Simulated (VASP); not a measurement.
# TiCo (P4mm) in VASP: single point with PBE

Aim: the single point of TiCo with PBE.

All numbers are computed with VASP 6.6.1; they aren't measurements. Logs are shortened: lines on timing, memory, paths and dates and some standing lists are left out, and cuts for length are marked.

**1. The cell of the first run**

The structure is tetragonal, space group P4mm (No. 99). Conventional cell: a = 2.986 Å, b = 2.986 Å, c = 2.986 Å, α = 90.00°, β = 90.00°, γ = 90.00°. Ti (site symmetry 4mm) has 8 Co at 2.56 to 2.61 Å and 6 Ti at 2.99 Å within 3.4 Å. Within 3.4 Å of Co (site symmetry 4mm) lie 8 Ti at 2.56 to 2.61 Å and 6 Co at 2.99 Å.

**2. Single point, PBE, collinear spin, ferromagnetic start (all Ti atoms moved +0.037 Å, as atom 1 along Cartesian [0 0 1])**

File INCAR:

```
SYSTEM = TiCo
  PREC = Accurate
  ENCUT = 520
  EDIFF = 1E-6
  ISMEAR = 0
  SIGMA = 0.15
  LREAL = .False.
  LASPH = .True.
  NELM = 150
  ALGO = Normal
  ISIF = 2
  LWAVE = .False.
  LCHARG = .False.
  ISPIN = 2
  MAGMOM = 0 0.6
  LORBIT = 11
  LMAXMIX = 4
  GGA = PE
  NBANDS = 22
```

File KPOINTS:

```
regular mesh
0
Gamma
  16 16 16
  0 0 0
```

File POSCAR:

```
TiCo
1.0
    2.9861109900      0.0000000000      0.0000000000
    0.0000000000      2.9861109900      0.0000000000
    0.0000000000      0.0000000000      2.9861109900
Ti Co
1 1
Direct
    0.0000000000      0.0000000000      0.0125581400
    0.5000000000      0.5000000000      0.5000000000
```

Potentials or basis: VASP PAW PBE potentials, release 64 (Ti_sv, Co).

Run with:

```console
$ cat potpaw_PBE.64/Ti_sv/POTCAR potpaw_PBE.64/Co/POTCAR > POTCAR
$ mpirun -np 1 vasp_std > vasp.out
```

OUTCAR:

```text
SYSTEM = TiCo
   PREC = Accurate
   ENCUT = 520
   EDIFF = 1E-6
   ISMEAR = 0
   LREAL = .False.
   LASPH = .True.
   NELM = 150
   ISIF = 2
   ISPIN = 2
   LORBIT = 11
   GGA = PE

 ion  position               nearest neighbor table
   1  0.000  0.000  0.013-   2 2.56   2 2.56   2 2.56   2 2.56   2 2.61   2 2.61   2 2.61   2 2.61

   2  0.500  0.500  0.500-   1 2.56   1 2.56   1 2.56   1 2.56   1 2.61   1 2.61   1 2.61   1 2.61

  LATTYP: Found a simple cubic cell.
 ALAT       =     2.9861109900

  Lattice vectors:

 A1 = (   2.9861109900,   0.0000000000,   0.0000000000)
 A2 = (   0.0000000000,   2.9861109900,   0.0000000000)
 A3 = (   0.0000000000,   0.0000000000,   2.9861109900)

Analysis of symmetry for initial positions (statically):
=====================================================================
 Subroutine PRICEL returns:
 Original cell was already a primitive cell.

 Routine SETGRP: Setting up the symmetry group for a
 simple cubic supercell.

 Subroutine GETGRP returns: Found  8 space group operations
 (whereof  8 operations were pure point group operations)
 out of a pool of 48 trial point group operations.

The static configuration has the point symmetry C_4v.

Analysis of symmetry for dynamics (positions and initial velocities):
=====================================================================
 Subroutine PRICEL returns:
 Original cell was already a primitive cell.

 Routine SETGRP: Setting up the symmetry group for a
 simple cubic supercell.

 Subroutine GETGRP returns: Found  8 space group operations
 (whereof  8 operations were pure point group operations)
 out of a pool of 48 trial point group operations.

The dynamic configuration has the point symmetry C_4v.

Analysis of structural, dynamic, and magnetic symmetry:
=====================================================================
 Subroutine PRICEL returns:
 Original cell was already a primitive cell.

 Routine SETGRP: Setting up the symmetry group for a
 simple cubic supercell.

 Subroutine GETGRP returns: Found  8 space group operations
 (whereof  8 operations were pure point group operations)
 out of a pool of 48 trial point group operations.

The overall configuration has the point symmetry C_4v.

 Subroutine INISYM returns: Found  8 space group operations
 (whereof  8 operations are pure point group operations),
 and found     1 'primitive' translations

----------------------------------------------------------------------------------------

                                     Primitive cell

  volume of cell :      26.6267

  direct lattice vectors                    reciprocal lattice vectors
     2.986110990  0.000000000  0.000000000     0.334883735  0.000000000  0.000000000
     0.000000000  2.986110990  0.000000000     0.000000000  0.334883735  0.000000000
     0.000000000  0.000000000  2.986110990     0.000000000  0.000000000  0.334883735

  length of vectors
     2.986110990  2.986110990  2.986110990     0.334883735  0.334883735  0.334883735

  position of ions in fractional coordinates (direct lattice)
     0.000000000  0.000000000  0.012558140
     0.500000000  0.500000000  0.500000000

  ion indices of the primitive-cell ions
   primitive index   ion index
                 1           1
                 2           2

----------------------------------------------------------------------------------------

 KPOINTS: regular mesh

Automatic generation of k-mesh.
 Grid dimensions read from file:
 generate k-points for:   16   16   16

 Generating k-lattice:

  Cartesian coordinates                     Fractional coordinates (reciprocal lattice)
     0.020930233  0.000000000  0.000000000     0.062500000  0.000000000  0.000000000
     0.000000000  0.020930233  0.000000000     0.000000000  0.062500000  0.000000000
     0.000000000  0.000000000  0.020930233     0.000000000  0.000000000  0.062500000

  Length of vectors
     0.020930233  0.020930233  0.020930233

  Shift w.r.t. Gamma in fractional coordinates (k-lattice)
     0.000000000  0.000000000  0.000000000

 Subroutine IBZKPT returns following result:
 ===========================================

 Found    405 irreducible k-points:

 Following reciprocal coordinates:
            Coordinates               Weight
  0.000000  0.000000  0.000000      1.000000
  0.062500  0.000000  0.000000      4.000000
  0.000000  0.000000  0.062500      2.000000
  0.125000  0.000000  0.000000      4.000000
  0.000000  0.000000  0.125000      2.000000
  0.187500  0.000000  0.000000      4.000000
[... 16 lines left out ...]
  0.187500  0.062500  0.000000      8.000000
  0.000000  0.187500  0.062500      8.000000
 [... further k-points ...]
   k-points           NKPTS =    405   k-points in BZ     NKDIM =    405   number of bands    NBANDS=     22
   number of dos      NEDOS =    301   number of ions     NIONS =      2
   total plane-waves  NPLWV =  13824
   dimension x,y,z NGX =    24 NGY =   24 NGZ =   24
   dimension x,y,z NGXF=    48 NGYF=   48 NGZF=   48
   ions per type =               1   1
   NGX,Y,Z   is equivalent  to a cutoff of  13.36, 13.36, 13.36 a.u.
   NGXF,Y,Z  is equivalent  to a cutoff of  26.72, 26.72, 26.72 a.u.
 SYSTEM =  TiCo
   PREC   = accura    normal or accurate (medium, high low for compatibility)
   ISTART =      0    job   : 0-new  1-cont  2-samecut
   ICHARG =      2    charge: 1-file 2-atom 10-const
   ISPIN  =      2    spin polarized calculation?
   LNONCOLLINEAR =      F non collinear calculations
   LSORBIT =      F    spin-orbit coupling
   LASPH  =      T    aspherical Exc in radial PAW
   ENCUT  =  520.0 eV  38.22 Ry    6.18 a.u.   5.55  5.55  5.55*2*pi/ulx,y,z
   NELM   =    150;   NELMIN=  2; NELMDL= -5     # of ELM steps
   EDIFF  = 0.1E-05   stopping-criterion for ELM
   LREAL  =      F    real-space projection
   EDIFFG = 0.1E-04   stopping-criterion for IOM
   NSW    =      0    number of steps for IOM
   IBRION =     -1    ionic relax: 0-MD 1-quasi-New 2-CG
   NFREE  =      0    steps in history (QN), initial steepest desc. (CG)
   ISIF   =      2    stress and relaxation
   ISYM   =      2    0-nonsym 1-usesym 2-fastsym
   POTIM  = 0.5000    time-step for ionic-motion
   TEBEG  =    0.0;   TEEND  =   0.0 temperature during run
   PSTRESS=    0.0 pullay stress
   NELECT =      21.0000    total number of electrons
   NUPDOWN=      -1.0000    fix difference up-down
   EMIN   =  10.00;   EMAX   =-10.00  energy-range for DOS
   EFERMI =   0.00;   METHOD = LEGACY
   ISMEAR =     0;   SIGMA  =   0.15  broadening in eV -4-tet -1-fermi 0-gaus
   EFERMI_NEDOS =   21; number of points for ismear=-14 and -15
   IALGO  =     38    algorithm
   IMIX   =      4    mixing-type and parameters
     AMIX     =   0.40;   BMIX     =  1.00
     AMIX_MAG =   1.60;   BMIX_MAG =  1.00
  volume/ion in A,a.u.               =      13.31        89.84
  Fermi-wavevector in a.u.,A,eV,Ry     =   1.512546  2.858298 31.127355  2.287796
  Thomas-Fermi vector in A             =   2.622456
   LORBIT       =     11    0 simple, 1 ext, 2 COOP (PROOUT), +10 PAW based schemes
   GGA     = PE    functional components
   LHFCALC =     F    Hartree Fock is set to
   AEXX    =    0.0000 exact exchange contribution
   IVDW    =     0    specifies the selected vdW correction
   LEPSILON=     F    determine dielectric tensor
   LRPA    =     F    only Hartree local field effects (RPA)
 spin polarized calculation
 Gauss-broadening in eV      SIGMA  =   0.15
  energy-cutoff  :      520.00
  volume of cell :       26.63
 maximum number of plane-waves:       739
 NGX is ok and might be reduce to    24
   NGX = 11   NGY = 11   NGZ = 11

 number of electron      20.9999989 magnetization       0.8562391

 Free energy of the ion-electron system (eV)
  ---------------------------------------------------
  ext. energy  EPLUGINS =         0.00000000
  ---------------------------------------------------
  free energy    TOTEN  =       -15.68202476 eV

  energy without entropy =      -15.66290041  energy(sigma->0) =      -15.67246258

 E-fermi :   9.9198     XC(G=0): -12.5746

 val. band max:        9.9164816932   @ k =   0.1250   0.0000   0.3750
 cond. band min:       9.9199437665   @ k =   0.0000   0.0000   0.2500
 fundamental gap:      0.0034620733
 Fermi energy:         9.9198499924

 spin component 1

 k-point     1 :       0.0000    0.0000    0.0000
  band No.  band energies     occupation
      1     -47.2254      1.00000
      2     -23.3179      1.00000
      3     -23.3176      1.00000
      4     -23.3176      1.00000
      5       2.2444      1.00000
      6       5.7515      1.00000
[... 14 lines left out ...]
     21      29.2321      0.00000
     22      30.8784      0.00000

 k-point     2 :       0.0625    0.0000    0.0000
  band No.  band energies     occupation
      1     -47.2242      1.00000
      2     -23.3292      1.00000
      3     -23.3171      1.00000
      4     -23.3168      1.00000
      5       2.3220      1.00000
      6       5.7840      1.00000
[... 14 lines left out ...]
     21      29.4675      0.00000
     22      30.6537      0.00000

 k-point     3 :       0.0000    0.0000    0.0625
  band No.  band energies     occupation
      1     -47.2242      1.00000
      2     -23.3295      1.00000
      3     -23.3168      1.00000
      4     -23.3168      1.00000
      5       2.3220      1.00000
      6       5.7818      1.00000
[... 14 lines left out ...]
     21      29.4665      0.00000
     22      30.6571      0.00000
[... 476 lines left out ...]
 k-point    23 :       0.1875    0.0625    0.0000
  band No.  band energies     occupation
      1     -47.2145      1.00000
      2     -23.4098      1.00000
      3     -23.3220      1.00000
      4     -23.3102      1.00000
      5       2.9953      1.00000
      6       6.0394      1.00000
[... 14 lines left out ...]
     21      29.3300      0.00000
     22      30.5499      0.00000

 k-point    24 :       0.0000    0.1875    0.0625
  band No.  band energies     occupation
      1     -47.2145      1.00000
      2     -23.4098      1.00000
      3     -23.3223      1.00000
      4     -23.3099      1.00000
      5       2.9953      1.00000
      6       6.0369      1.00000
[... 14 lines left out ...]
     21      29.3308      0.00000
     22      30.5490      0.00000

 [... further k-points ...]

 spin component 2

 k-point     1 :       0.0000    0.0000    0.0000
  band No.  band energies     occupation
      1     -47.2389      1.00000
      2     -23.3322      1.00000
      3     -23.3322      1.00000
      4     -23.3322      1.00000
      5       2.2350      1.00000
      6       6.4174      1.00000
[... 14 lines left out ...]
     21      29.3939      0.00000
     22      30.7619      0.00000

 k-point     2 :       0.0625    0.0000    0.0000
  band No.  band energies     occupation
      1     -47.2377      1.00000
      2     -23.3439      1.00000
      3     -23.3314      1.00000
      4     -23.3313      1.00000
      5       2.3128      1.00000
      6       6.4533      1.00000
[... 14 lines left out ...]
     21      29.6274      0.00000
     22      30.5367      0.00000

 k-point     3 :       0.0000    0.0000    0.0625
  band No.  band energies     occupation
      1     -47.2377      1.00000
      2     -23.3438      1.00000
      3     -23.3314      1.00000
      4     -23.3314      1.00000
      5       2.3128      1.00000
      6       6.4545      1.00000
[... 14 lines left out ...]
     21      29.6263      0.00000
     22      30.5402      0.00000
[... 476 lines left out ...]
 k-point    23 :       0.1875    0.0625    0.0000
  band No.  band energies     occupation
      1     -47.2279      1.00000
      2     -23.4253      1.00000
      3     -23.3367      1.00000
      4     -23.3244      1.00000
      5       2.9883      1.00000
      6       6.7275      1.00000
[... 14 lines left out ...]
     21      29.2275      0.00000
     22      30.4685      0.00000

 k-point    24 :       0.0000    0.1875    0.0625
  band No.  band energies     occupation
      1     -47.2279      1.00000
      2     -23.4253      1.00000
      3     -23.3366      1.00000
      4     -23.3245      1.00000
      5       2.9882      1.00000
      6       6.7256      1.00000
[... 14 lines left out ...]
     21      29.2284      0.00000
     22      30.4681      0.00000

 [... further k-points ...]
[... 5 lines left out ...]
  --------------------------------------------------------------------------------------
  -------------------------------------------------------------------------------------
  Total       -0.0861945     -0.0861945     -0.0928909      0.0000000      0.0000000     -0.0000000
  in kB       -5.1864735     -5.1864735     -5.5894114      0.0000000      0.0000000     -0.0000000
  external PRESSURE =      -5.3207862 kB  Pullay stress =       0.0000000 kB

 VOLUME and BASIS-vectors are now :
 -----------------------------------------------------------------------------
  energy-cutoff  :      520.00
  volume of cell :       26.63
      direct lattice vectors                 reciprocal lattice vectors
     2.986110990  0.000000000  0.000000000     0.334883735  0.000000000  0.000000000
     0.000000000  2.986110990  0.000000000     0.000000000  0.334883735  0.000000000
     0.000000000  0.000000000  2.986110990     0.000000000  0.000000000  0.334883735

 POSITION                                       TOTAL-FORCE (eV/Angst)
 -----------------------------------------------------------------------------------
      0.00000      0.00000      0.03750        -0.000000      0.000000     -0.184837
      1.49306      1.49306      1.49306         0.000000     -0.000000      0.184837
 -----------------------------------------------------------------------------------
    total drift:                                0.000000      0.000000     -0.000170

  FREE ENERGIE OF THE ION-ELECTRON SYSTEM (eV)
  ---------------------------------------------------
  free  energy   TOTEN  =       -15.6820247631 eV

  energy  without entropy=      -15.6629004065  energy(sigma->0) =      -15.67246258

 total charge

# of ion       s       p       d       tot
------------------------------------------
    1        2.247   6.180   1.858  10.286
    2        0.526   0.461   7.302   8.288
--------------------------------------------------
tot          2.773   6.641   9.160  18.574

 magnetization (x)

# of ion       s       p       d       tot
------------------------------------------
    1       -0.002  -0.013  -0.018  -0.033
    2        0.028  -0.005   0.916   0.939
--------------------------------------------------
tot          0.026  -0.018   0.898   0.906
```

Run time: 3.8 min. Hardware: 1 thread of Intel Xeon Platinum 8488C (Sapphire Rapids), shared host; peak memory 0.44 GiB.

Results:

* Free energy: -15.6820 eV
* Pressure: -0.5 GPa
* Largest force: 0.185 eV/Å
* Net moment: 0.86 μB per cell
* Site moments: Ti -0.03; Co +0.94 μB
* Valence electrons inside the program's atomic spheres: Ti 10.29; Co 8.29

Forces on the atoms (eV/Å):
```
Ti   0.000  0.000 -0.185
Co   0.000  0.000  0.185
```

Levels at points of the mesh, in eV from the Fermi level:
Spin up:
| k point | band 8 | band 9 | band 10 | band 11 | band 12 | band 13 | band 14 | band 15 |
| --- | --- | --- | --- | --- | --- | --- | --- | --- |
| (0.00, 0.00, 0.00) | -1.87 | -1.87 | -1.87 | 0.48 | 0.49 | 2.67 | 2.67 | 2.67 |
| (0.50, 0.00, 0.00) | -1.99 | -1.98 | -1.52 | -0.67 | -0.61 | 0.68 | 0.68 | 2.24 |
| (0.00, 0.00, 0.50) | -1.98 | -1.98 | -1.52 | -0.68 | -0.61 | 0.67 | 0.67 | 2.24 |
| (0.50, 0.50, 0.00) | -2.71 | -1.50 | -0.78 | 0.64 | 0.64 | 1.10 | 2.44 | 2.44 |
| (0.00, 0.50, 0.50) | -2.72 | -1.50 | -0.78 | 0.63 | 0.65 | 1.13 | 2.45 | 2.45 |
| (0.50, 0.50, 0.50) | -2.07 | -2.07 | -2.07 | -1.47 | -1.47 | 3.20 | 3.20 | 6.92 |
Spin down:
```csv
k point,band 7,band 8,band 9,band 10,band 11,band 12,band 13,band 14
"(0.00, 0.00, 0.00)",-3.50,-1.32,-1.31,-1.31,1.03,1.04,2.76,2.76
"(0.50, 0.00, 0.00)",-1.86,-1.42,-1.39,-0.89,-0.77,0.59,0.68,0.69
"(0.00, 0.00, 0.50)",-1.87,-1.39,-1.39,-0.89,-0.78,0.60,0.67,0.67
"(0.50, 0.50, 0.00)",-2.28,-2.28,0.01,0.30,0.61,0.61,1.26,2.63
"(0.00, 0.50, 0.50)",-2.28,-2.28,0.01,0.29,0.60,0.63,1.28,2.64
"(0.50, 0.50, 0.50)",-2.31,-2.08,-2.07,-2.07,0.04,0.04,3.13,3.13
```

Caveat: the cell differs from its parent crystal (all Ti atoms moved +0.037 Å, as atom 1 along Cartesian [0 0 1]).
